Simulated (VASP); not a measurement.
# Gd (P6_3/mmc) in VASP: notebook

The runs below take Gd through single point, with LDA.

Everything below comes from runs of VASP 6.6.1. Logs are shortened: lines on timing, memory, paths and dates and some standing lists are left out, and cuts for length are marked.

## Step 1: The cell of the first run

The structure is hexagonal, space group P6_3/mmc (No. 194). The conventional cell has a = 3.484 Å, b = 3.484 Å, c = 5.587 Å, α = 90.00°, β = 90.00°, γ = 120.00°. Within 4.5 Å of Gd (site symmetry -6m2) lie 12 Gd at 3.44 to 3.48 Å.

## Step 2: Single point, LDA, collinear spin, ferromagnetic start

INCAR reads:

```
SYSTEM = Gd
PREC     = Accurate       ! precision mode
ENCUT    = 520            ! plane-wave cutoff, eV
EDIFF    = 1E-7           ! SCF threshold, eV
ISMEAR   = 0              ! smearing method
SIGMA    = 0.1            ! smearing width, eV
LREAL    = .FALSE.        ! projectors in reciprocal space
LASPH    = .TRUE.         ! aspherical terms in the spheres
NELM     = 150            ! most SCF steps
ALGO     = Normal         ! electronic algorithm
ISIF     = 2              ! what is computed and relaxed
LWAVE    = .FALSE.        ! write WAVECAR
LCHARG   = .FALSE.        ! write CHGCAR
ISPIN    = 2              ! spin polarisation
MAGMOM   = 7.214 7.214    ! initial moments
LORBIT   = 11             ! projections on sites
LMAXMIX  = 6              ! l up to which the mixer works
GGA      = CA             ! functional
NBANDS   = 29             ! bands
```

KPOINTS reads:

```
Automatic mesh
0
G
  10 10 6
  0 0 0
```

POSCAR reads:

```
Gd
1.0
    3.4841536640      0.0000000000      0.0000000000
   -1.7420768320      3.0173655837      0.0000000000
    0.0000000000      0.0000000000      5.5867162136
Gd
2
Direct
    0.3333333333      0.6666666667      0.2500000000
    0.6666666667      0.3333333333      0.7500000000
```

Potentials or basis: VASP PAW PBE potentials, release 64 (Gd).

Started as:

```bash
$ cat potpaw_PBE.64/Gd/POTCAR > POTCAR
$ mpirun -np 1 vasp_std > vasp.out
```

OUTCAR:

```text
SYSTEM = Gd
   PREC = Accurate
   ENCUT = 520
   EDIFF = 1E-7
   ISMEAR = 0
   LREAL = .FALSE.
   LASPH = .TRUE.
   NELM = 150
   ISIF = 2
   ISPIN = 2
   LORBIT = 11
   GGA = CA

 ion  position               nearest neighbor table
   1  0.333  0.667  0.250-   2 3.44   2 3.44   2 3.44   2 3.44   2 3.44   2 3.44
   2  0.667  0.333  0.750-   1 3.44   1 3.44   1 3.44   1 3.44   1 3.44   1 3.44

  LATTYP: Found a hexagonal cell.
 ALAT       =     3.4841536640
 C/A-ratio  =     1.6034643567

  Lattice vectors:

 A1 = (   3.4841536640,   0.0000000000,   0.0000000000)
 A2 = (  -1.7420768320,   3.0173655837,   0.0000000000)
 A3 = (   0.0000000000,   0.0000000000,   5.5867162136)

Analysis of symmetry for initial positions (statically):
=====================================================================
 Subroutine PRICEL returns:
 Original cell was already a primitive cell.

 Routine SETGRP: Setting up the symmetry group for a
 hexagonal supercell.

 Subroutine GETGRP returns: Found 24 space group operations
 (whereof 12 operations were pure point group operations)
 out of a pool of 24 trial point group operations.

The static configuration has the point symmetry D_3d.
 The point group associated with its full space group is D_6h.

Analysis of symmetry for dynamics (positions and initial velocities):
=====================================================================
 Subroutine PRICEL returns:
 Original cell was already a primitive cell.

 Routine SETGRP: Setting up the symmetry group for a
 hexagonal supercell.

 Subroutine GETGRP returns: Found 24 space group operations
 (whereof 12 operations were pure point group operations)
 out of a pool of 24 trial point group operations.

The dynamic configuration has the point symmetry D_3d.
 The point group associated with its full space group is D_6h.

Analysis of structural, dynamic, and magnetic symmetry:
=====================================================================
 Subroutine PRICEL returns:
 Original cell was already a primitive cell.

 Routine SETGRP: Setting up the symmetry group for a
 hexagonal supercell.

 Subroutine GETGRP returns: Found 24 space group operations
 (whereof 12 operations were pure point group operations)
 out of a pool of 24 trial point group operations.

The overall configuration has the point symmetry D_3d.
 The point group associated with its full space group is D_6h.

 Subroutine INISYM returns: Found 24 space group operations
 (whereof 12 operations are pure point group operations),
 and found     1 'primitive' translations

----------------------------------------------------------------------------------------

                                     Primitive cell

  volume of cell :      58.7330

  direct lattice vectors                    reciprocal lattice vectors
     3.484153664  0.000000000  0.000000000     0.287013748  0.165707464  0.000000000
    -1.742076832  3.017365584  0.000000000     0.000000000  0.331414929  0.000000000
     0.000000000  0.000000000  5.586716214     0.000000000  0.000000000  0.178996026

  length of vectors
     3.484153664  3.484153664  5.586716214     0.331414929  0.331414929  0.178996026

  position of ions in fractional coordinates (direct lattice)
     0.333333333  0.666666667  0.250000000
     0.666666667  0.333333333  0.750000000

  ion indices of the primitive-cell ions
   primitive index   ion index
                 1           1
                 2           2

----------------------------------------------------------------------------------------

 KPOINTS: Automatic mesh

Automatic generation of k-mesh.
 Grid dimensions read from file:
 generate k-points for:   10   10    6

 Generating k-lattice:

  Cartesian coordinates                     Fractional coordinates (reciprocal lattice)
     0.028701375  0.016570746  0.000000000     0.100000000  0.000000000  0.000000000
     0.000000000  0.033141493  0.000000000     0.000000000  0.100000000  0.000000000
     0.000000000  0.000000000  0.029832671     0.000000000  0.000000000  0.166666667

  Length of vectors
     0.033141493  0.033141493  0.029832671

  Shift w.r.t. Gamma in fractional coordinates (k-lattice)
     0.000000000  0.000000000  0.000000000

 Subroutine IBZKPT returns following result:
 ===========================================

 Found     56 irreducible k-points:

 Following reciprocal coordinates:
            Coordinates               Weight
  0.000000  0.000000  0.000000      1.000000
  0.100000  0.000000  0.000000      6.000000
  0.200000  0.000000  0.000000      6.000000
  0.300000  0.000000  0.000000      6.000000
  0.400000  0.000000  0.000000      6.000000
  0.500000  0.000000  0.000000      3.000000
[... 16 lines left out ...]
  0.300000  0.100000  0.166667     24.000000
  0.400000  0.100000  0.166667     24.000000
 [... further k-points ...]
   k-points           NKPTS =     56   k-points in BZ     NKDIM =     56   number of bands    NBANDS=     29
   number of dos      NEDOS =    301   number of ions     NIONS =      2
   total plane-waves  NPLWV =  32928
   dimension x,y,z NGX =    28 NGY =   28 NGZ =   42
   dimension x,y,z NGXF=    56 NGYF=   56 NGZF=   84
   ions per type =               2
   NGX,Y,Z   is equivalent  to a cutoff of  13.36, 13.36, 12.50 a.u.
   NGXF,Y,Z  is equivalent  to a cutoff of  26.72, 26.72, 25.00 a.u.
 SYSTEM =  Gd
   PREC   = accura    normal or accurate (medium, high low for compatibility)
   ISTART =      0    job   : 0-new  1-cont  2-samecut
   ICHARG =      2    charge: 1-file 2-atom 10-const
   ISPIN  =      2    spin polarized calculation?
   LNONCOLLINEAR =      F non collinear calculations
   LSORBIT =      F    spin-orbit coupling
   LASPH  =      T    aspherical Exc in radial PAW
   ENCUT  =  520.0 eV  38.22 Ry    6.18 a.u.   6.48  6.48 10.39*2*pi/ulx,y,z
   NELM   =    150;   NELMIN=  2; NELMDL= -5     # of ELM steps
   EDIFF  = 0.1E-06   stopping-criterion for ELM
   LREAL  =      F    real-space projection
   EDIFFG = 0.1E-05   stopping-criterion for IOM
   NSW    =      0    number of steps for IOM
   IBRION =     -1    ionic relax: 0-MD 1-quasi-New 2-CG
   NFREE  =      0    steps in history (QN), initial steepest desc. (CG)
   ISIF   =      2    stress and relaxation
   ISYM   =      2    0-nonsym 1-usesym 2-fastsym
   POTIM  = 0.5000    time-step for ionic-motion
   TEBEG  =    0.0;   TEEND  =   0.0 temperature during run
   PSTRESS=    0.0 pullay stress
   NELECT =      36.0000    total number of electrons
   NUPDOWN=      -1.0000    fix difference up-down
   EMIN   =  10.00;   EMAX   =-10.00  energy-range for DOS
   EFERMI =   0.00;   METHOD = LEGACY
   ISMEAR =     0;   SIGMA  =   0.10  broadening in eV -4-tet -1-fermi 0-gaus
   EFERMI_NEDOS =   21; number of points for ismear=-14 and -15
   IALGO  =     38    algorithm
   IMIX   =      4    mixing-type and parameters
     AMIX     =   0.40;   BMIX     =  1.00
     AMIX_MAG =   1.60;   BMIX_MAG =  1.00
  volume/ion in A,a.u.               =      29.37       198.17
  Fermi-wavevector in a.u.,A,eV,Ry     =   1.390641  2.627931 26.312070  1.933883
  Thomas-Fermi vector in A             =   2.514557
   LORBIT       =     11    0 simple, 1 ext, 2 COOP (PROOUT), +10 PAW based schemes
   GGA     = CA    functional components
   LHFCALC =     F    Hartree Fock is set to
   AEXX    =    0.0000 exact exchange contribution
   IVDW    =     0    specifies the selected vdW correction
   LEPSILON=     F    determine dielectric tensor
   LRPA    =     F    only Hartree local field effects (RPA)
 spin polarized calculation
 Gauss-broadening in eV      SIGMA  =   0.10
  energy-cutoff  :      520.00
  volume of cell :       58.73
 maximum number of plane-waves:      1605
 NGX is ok and might be reduce to    28
   NGX = 13   NGY = 13   NGZ = 21

 number of electron      35.9999989 magnetization      14.6479980

 Free energy of the ion-electron system (eV)
  ---------------------------------------------------
  ext. energy  EPLUGINS =         0.00000000
  ---------------------------------------------------
  free energy    TOTEN  =       -23.34755651 eV

  energy without entropy =      -23.32337051  energy(sigma->0) =      -23.33546351

 E-fermi :   3.2218     XC(G=0): -10.7986

 val. band max:        3.2177631318   @ k =   0.4000   0.2000   0.0000
 cond. band min:       3.2274033427   @ k =   0.4000   0.2000   0.3333
 fundamental gap:      0.0096402109
 Fermi energy:         3.2217713532

 spin component 1

 k-point     1 :       0.0000    0.0000    0.0000
  band No.  band energies     occupation
      1     -41.3564      1.00000
      2     -41.2389      1.00000
      3     -19.4917      1.00000
      4     -18.5879      1.00000
      5     -18.5879      1.00000
      6     -18.4383      1.00000
[... 21 lines left out ...]
     28       5.0019      0.00000
     29       5.4528      0.00000
[... 705 lines left out ...]
 k-point    24 :       0.4000    0.1000    0.1667
  band No.  band energies     occupation
      1     -41.2472      1.00000
      2     -41.2137      1.00000
      3     -19.3637      1.00000
      4     -19.2049      1.00000
      5     -18.9586      1.00000
      6     -18.8252      1.00000
[... 21 lines left out ...]
     28       4.9691      0.00000
     29       5.3125      0.00000

 [... further k-points ...]

 spin component 2

 k-point     1 :       0.0000    0.0000    0.0000
  band No.  band energies     occupation
      1     -38.4801      1.00000
      2     -38.3357      1.00000
      3     -17.4752      1.00000
      4     -16.3871      1.00000
      5     -16.3871      1.00000
      6     -16.2120      1.00000
[... 21 lines left out ...]
     28       5.9522      0.00000
     29       6.4833      0.00000
[... 705 lines left out ...]
 k-point    24 :       0.4000    0.1000    0.1667
  band No.  band energies     occupation
      1     -38.3456      1.00000
      2     -38.3044      1.00000
      3     -17.3227      1.00000
      4     -17.1306      1.00000
      5     -16.8369      1.00000
      6     -16.6732      1.00000
[... 21 lines left out ...]
     28       5.9972      0.00000
     29       6.3078      0.00000

 [... further k-points ...]

------------------------ aborting loop because EDIFF is reached ----------------------------------------

  FORCE on cell =-STRESS in cart. coord.  units (eV):
  Direction    XX          YY          ZZ          XY          YZ          ZX
  --------------------------------------------------------------------------------------
  -------------------------------------------------------------------------------------
  Total       -0.0213444     -0.0213444     -0.0078437      0.0000000      0.0000000      0.0000000
  in kB       -0.5822536     -0.5822536     -0.2139682      0.0000000      0.0000000      0.0000000
  external PRESSURE =      -0.4594918 kB  Pullay stress =       0.0000000 kB

 VOLUME and BASIS-vectors are now :
 -----------------------------------------------------------------------------
  energy-cutoff  :      520.00
  volume of cell :       58.73
      direct lattice vectors                 reciprocal lattice vectors
     3.484153664  0.000000000  0.000000000     0.287013748  0.165707464  0.000000000
    -1.742076832  3.017365584  0.000000000     0.000000000  0.331414929  0.000000000
     0.000000000  0.000000000  5.586716214     0.000000000  0.000000000  0.178996026

 POSITION                                       TOTAL-FORCE (eV/Angst)
 -----------------------------------------------------------------------------------
     -0.00000      2.01158      1.39668         0.000000      0.000000      0.000000
      1.74208      1.00579      4.19004        -0.000000     -0.000000      0.000000
 -----------------------------------------------------------------------------------
    total drift:                                0.000000     -0.000000      0.000000

  FREE ENERGIE OF THE ION-ELECTRON SYSTEM (eV)
  ---------------------------------------------------
  free  energy   TOTEN  =       -23.3475565113 eV

  energy  without entropy=      -23.3233705053  energy(sigma->0) =      -23.33546351

 total charge

# of ion       s       p       d       f       tot
--------------------------------------------------
    1        2.079   5.521   0.636   7.017  15.254
    2        2.079   5.521   0.636   7.017  15.254
--------------------------------------------------
tot          4.159  11.042   1.273  14.034  30.507

 magnetization (x)

# of ion       s       p       d       f       tot
--------------------------------------------------
    1        0.006  -0.036   0.164   6.758   6.892
    2        0.006  -0.036   0.164   6.758   6.892
--------------------------------------------------
tot          0.012  -0.072   0.327  13.516  13.784
```

Wall time 4.2 min (1 thread of Intel Xeon 6975P-C (Granite Rapids), shared host); peak memory 0.28 GiB.

Results:

* Free energy: -23.3476 eV
* Pressure: 0.0 GPa
* Net moment: 14.65 μB per cell
* Site moments: Gd +6.89 μB
* Valence electrons inside the program's atomic spheres: Gd 15.25

Levels at points of the mesh, in eV from the Fermi level:
Spin up:
| k point | band 23 | band 24 | band 25 | band 26 | band 27 | band 28 |
| --- | --- | --- | --- | --- | --- | --- |
| (0.00, 0.00, 0.00) | -4.13 | -2.50 | 1.51 | 1.51 | 1.65 | 1.78 |
| (0.50, 0.00, 0.00) | -1.98 | -1.91 | -1.41 | 0.51 | 1.23 | 1.45 |
| (0.00, 0.00, 0.50) | -3.38 | -3.38 | 0.71 | 0.71 | 1.43 | 1.43 |
| (0.50, 0.00, 0.50) | -2.25 | -2.25 | -0.41 | -0.41 | 2.22 | 2.22 |
Spin down:
```
           k point  band 8  band 9  band 10  band 11  band 12  band 13
(0.00, 0.00, 0.00)  -19.40   -4.35    -1.79     0.30     0.36     0.42
(0.50, 0.00, 0.00)  -19.58   -1.25    -1.23    -0.80     0.36     0.45
(0.00, 0.00, 0.50)  -19.52   -2.65    -2.65     0.20     0.20     0.46
(0.50, 0.00, 0.50)  -19.73   -1.59    -1.59     0.04     0.04     0.49
```

Caveat: the PAW data sets were made with another functional, which shifts forces and pressure a little; spin-orbit coupling is left out, which moves the levels of the heavy elements; semilocal functionals describe open f shells poorly, which spoils levels, moments and volumes. The state reached can hang on the start; a lower one may exist.

(Continued in part 2 of 2.)
